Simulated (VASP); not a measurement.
# Cu (P6_3/mmc) in VASP: a series of runs, part 2 of 2

VASP 6.6.1. The steps go on from the part before.

**4. Single point, r2SCAN**

This run uses another cell than the first one, of 11.45 Å³/atom.

POSCAR reads:

```
Cu
1.0
    2.5305027156      0.0000000000      0.0000000000
   -1.2652513578      2.1914796360      0.0000000000
    0.0000000000      0.0000000000      4.1298555604
Cu
2
Direct
    0.3333333333      0.6666666667      0.2500000000
    0.6666666667      0.3333333333      0.7500000000
```

INCAR.step1 reads:

```
SYSTEM = Cu
PREC     = Accurate       ! precision mode
ENCUT    = 520            ! plane-wave cutoff, eV
ISMEAR   = 0              ! smearing method
SIGMA    = 0.1            ! smearing width, eV
LREAL    = .FALSE.        ! projectors in reciprocal space
LASPH    = .TRUE.         ! aspherical terms in the spheres
NELM     = 60             ! most SCF steps
NBANDS   = 18             ! bands
GGA      = PE             ! functional
ALGO     = Normal         ! electronic algorithm
EDIFF    = 1E-4           ! SCF threshold, eV
LWAVE    = .TRUE.         ! write WAVECAR
LCHARG   = .FALSE.        ! write CHGCAR
```

INCAR.step2 reads:

```
SYSTEM = Cu
PREC     = Accurate       ! precision mode
ENCUT    = 520            ! plane-wave cutoff, eV
EDIFF    = 1E-7           ! SCF threshold, eV
ISMEAR   = 0              ! smearing method
SIGMA    = 0.1            ! smearing width, eV
LREAL    = .FALSE.        ! projectors in reciprocal space
LASPH    = .TRUE.         ! aspherical terms in the spheres
NELM     = 60             ! most SCF steps
ALGO     = Normal         ! electronic algorithm
ISIF     = 2              ! what is computed and relaxed
LWAVE    = .FALSE.        ! write WAVECAR
LCHARG   = .FALSE.        ! write CHGCAR
METAGGA  = R2SCAN         ! meta-GGA
LMIXTAU  = .TRUE.       
NBANDS   = 18             ! bands
ISTART   = 1
```

KPOINTS reads:

```
regular mesh
0
G
  24 24 12
  0 0 0
```

Launch:

```bash
$ cat potpaw_PBE.64/Cu/POTCAR > POTCAR
$ cp INCAR.step1 INCAR
$ mpirun -np 1 vasp_std > vasp.out
$ cp INCAR.step2 INCAR
$ mpirun -np 1 vasp_std > vasp.out
```

Run time: 14 min. Hardware: 1 thread of AMD EPYC 7R43 (Zen 3), shared host; peak memory 0.21 GiB.

It converged, with:

| Property | Result |
| --- | --- |
| Free energy | -21.6372 eV |
| Pressure | 0.7 GPa |
| Band gap on the k mesh | zero (bands 11 and 12 overlap by 6.39 eV) |

Stress tensor (GPa, compression positive):
```
0.45 0.00 0.00
0.00 0.45 0.00
0.00 0.00 1.28
```

Levels at points of the mesh, in eV from the Fermi level:
```tsv
k point	band 7	band 8	band 9	band 10	band 11	band 12	band 13	band 14	band 15	band 16
(0.00, 0.00, 0.00)	-2.94	-2.64	-2.64	-1.85	-1.85	-1.11	4.17	22.42	23.26	23.26
(0.50, 0.00, 0.00)	-2.89	-1.74	-1.70	-1.64	0.00	1.73	8.28	8.80	11.23	11.86
(0.00, 0.00, 0.50)	-3.20	-3.20	-2.08	-2.08	-2.08	-2.08	13.29	13.29	23.17	23.17
(0.50, 0.00, 0.50)	-2.02	-2.02	-1.68	-1.68	0.51	0.51	5.28	5.28	17.23	17.23
```

Caveat: the PAW data sets were made with another functional, which shifts forces and pressure a little.

**5. Single point, r2SCAN**

This run uses another cell than the first one, of 11.45 Å³/atom.

POSCAR reads:

```
Cu
1.0
    2.5305027271      0.0000000000      0.0000000000
   -1.2652513636      2.1914796461      0.0000000000
    0.0000000000      0.0000000000      4.1298555581
Cu
2
Direct
    0.3333333333      0.6666666667      0.2500000000
    0.6666666667      0.3333333333      0.7500000000
```

INCAR.step1 reads:

```
SYSTEM = Cu
ALGO = Normal ; EDIFF = 1E-4
ENCUT = 520 ; GGA = PE
ISMEAR = 0 ; LASPH = .TRUE.
LCHARG = .FALSE. ; LREAL = .FALSE.
LWAVE = .TRUE. ; NBANDS = 18
NELM = 60 ; PREC = Accurate
SIGMA = 0.15
```

INCAR.step2 reads:

```
SYSTEM = Cu
ALGO = Normal ; EDIFF = 1E-6
ENCUT = 520 ; ISIF = 2
ISMEAR = 0 ; ISTART = 1
LASPH = .TRUE. ; LCHARG = .FALSE.
LMIXTAU = .TRUE. ; LREAL = .FALSE.
LWAVE = .FALSE. ; METAGGA = R2SCAN
NBANDS = 18 ; NELM = 60
PREC = Accurate ; SIGMA = 0.15
```

KPOINTS reads:

```
k-points
0
G
  30 30 14
  0 0 0
```

Launch:

```bash
$ cat potpaw_PBE.64/Cu/POTCAR > POTCAR
$ cp INCAR.step1 INCAR
$ mpirun -np 1 vasp_std > vasp.out
$ cp INCAR.step2 INCAR
$ mpirun -np 1 vasp_std > vasp.out
```

Run time: 25 min. Hardware: 1 thread of Intel Xeon 8259CL, shared host; peak memory 0.35 GiB.

It converged, with:

- Free energy: -21.6387 eV
- Pressure: 0.8 GPa
- Band gap on the k mesh: zero (bands 11 and 12 overlap by 6.39 eV)

Stress tensor (GPa, compression positive):
```
0.41 0.00 0.00
0.00 0.41 0.00
0.00 0.00 1.47
```

Levels at points of the mesh, in eV from the Fermi level:
| k point | band 8 | band 9 | band 10 | band 11 | band 12 | band 13 | band 14 | band 15 |
| --- | --- | --- | --- | --- | --- | --- | --- | --- |
| (0.00, 0.00, 0.00) | -2.65 | -2.65 | -1.85 | -1.85 | -1.11 | 4.16 | 22.42 | 23.26 |
| (0.50, 0.00, 0.00) | -1.75 | -1.71 | -1.64 | 0.00 | 1.72 | 8.28 | 8.80 | 11.23 |
| (0.00, 0.00, 0.50) | -3.21 | -2.09 | -2.09 | -2.09 | -2.09 | 13.29 | 13.29 | 23.17 |
| (0.50, 0.00, 0.50) | -2.03 | -1.69 | -1.69 | 0.50 | 0.50 | 5.28 | 5.28 | 17.23 |

Caveat: the PAW data sets were made with another functional, which shifts forces and pressure a little.

**6. Single point, r2SCAN**

This run uses another cell than the first one, of 11.45 Å³/atom.

POSCAR is that of step 5.

INCAR.step1 reads:

```
SYSTEM = Cu
PREC     = Accurate       ! precision mode
ENCUT    = 520            ! plane-wave cutoff, eV
ISMEAR   = 0              ! smearing method
SIGMA    = 0.15           ! smearing width, eV
LREAL    = .FALSE.        ! projectors in reciprocal space
LASPH    = .TRUE.         ! aspherical terms in the spheres
NELM     = 80             ! most SCF steps
NBANDS   = 18             ! bands
GGA      = PE             ! functional
ALGO     = Normal         ! electronic algorithm
EDIFF    = 1E-4           ! SCF threshold, eV
LWAVE    = .TRUE.         ! write WAVECAR
LCHARG   = .FALSE.        ! write CHGCAR
```

INCAR.step2 reads:

```
SYSTEM = Cu
PREC     = Accurate       ! precision mode
ENCUT    = 520            ! plane-wave cutoff, eV
EDIFF    = 1E-6           ! SCF threshold, eV
ISMEAR   = 0              ! smearing method
SIGMA    = 0.15           ! smearing width, eV
LREAL    = .FALSE.        ! projectors in reciprocal space
LASPH    = .TRUE.         ! aspherical terms in the spheres
NELM     = 80             ! most SCF steps
ALGO     = Normal         ! electronic algorithm
ISIF     = 2              ! what is computed and relaxed
LWAVE    = .FALSE.        ! write WAVECAR
LCHARG   = .TRUE.         ! write CHGCAR
METAGGA  = R2SCAN         ! meta-GGA
LMIXTAU  = .TRUE.       
LELF     = .TRUE.         ! ELF
LVHAR    = .TRUE.       
NBANDS   = 18             ! bands
ISTART   = 1
```

KPOINTS reads:

```
regular mesh
0
G
  30 30 16
  0 0 0
```

Potentials or basis: VASP PAW PBE potentials, release 64 (Cu).

Launch:

```bash
$ cat potpaw_PBE.64/Cu/POTCAR > POTCAR
$ cp INCAR.step1 INCAR
$ mpirun -np 1 vasp_std > vasp.out
$ cp INCAR.step2 INCAR
$ mpirun -np 1 vasp_std > vasp.out
```

Run time: 27 min. Hardware: 1 thread of Intel Xeon 8259CL, shared host; peak memory 0.38 GiB.

It converged, with:

- Free energy: -21.6387 eV
- Pressure: 0.8 GPa
- Band gap on the k mesh: zero (bands 11 and 12 overlap by 6.39 eV)

Stress tensor (GPa, compression positive):
```
0.40 0.00 0.00
0.00 0.40 0.00
0.00 0.00 1.48
```

Levels at points of the mesh, in eV from the Fermi level:
```csv
k point,band 9,band 10,band 11,band 12,band 13,band 14
"(0.00, 0.00, 0.00)",-2.65,-1.86,-1.86,-1.11,4.16,22.42
"(0.50, 0.00, 0.00)",-1.71,-1.65,0.00,1.72,8.28,8.79
"(0.00, 0.00, 0.50)",-2.09,-2.09,-2.09,-2.09,13.29,13.29
"(0.50, 0.00, 0.50)",-1.69,-1.69,0.50,0.50,5.28,5.28
```

Caveat: the PAW data sets were made with another functional, which shifts forces and pressure a little.

**7. The runs side by side**

| cell | k mesh | smearing | gap on the mesh (eV) | pressure (GPa) |
| --- | --- | --- | --- | --- |
| a = 2.429, b = 2.429, c = 3.965 Å, angles 90.0, 90.0, 120.0°, 2 atoms | 24 × 24 × 12 | gaussian 0.1 eV | none | 27.7 |
| a = 2.480, b = 2.480, c = 4.047 Å, angles 90.0, 90.0, 120.0°, 2 atoms | 24 × 24 × 12 | gaussian 0.1 eV | none | 12.1 |
| a = 2.531, b = 2.531, c = 4.130 Å, angles 90.0, 90.0, 120.0°, 2 atoms | 24 × 24 × 12 | gaussian 0.1 eV | none | 0.7 |
| a = 2.531, b = 2.531, c = 4.130 Å, angles 90.0, 90.0, 120.0°, 2 atoms | 30 × 30 × 14 | gaussian 0.15 eV | none | 0.8 |
| a = 2.531, b = 2.531, c = 4.130 Å, angles 90.0, 90.0, 120.0°, 2 atoms | 30 × 30 × 16 | gaussian 0.15 eV | none | 0.8 |

Alike in all rows: task single point; level r2SCAN; potentials or basis VASP PAW PBE potentials, release 64 (Cu); no spin polarisation; cutoff (eV) 520.

Caveats: the PAW data sets were made with another functional, which shifts forces and pressure a little; the cell stands under pressure (at least some runs).

Absolute energies hang on the potentials; compare differences alone.
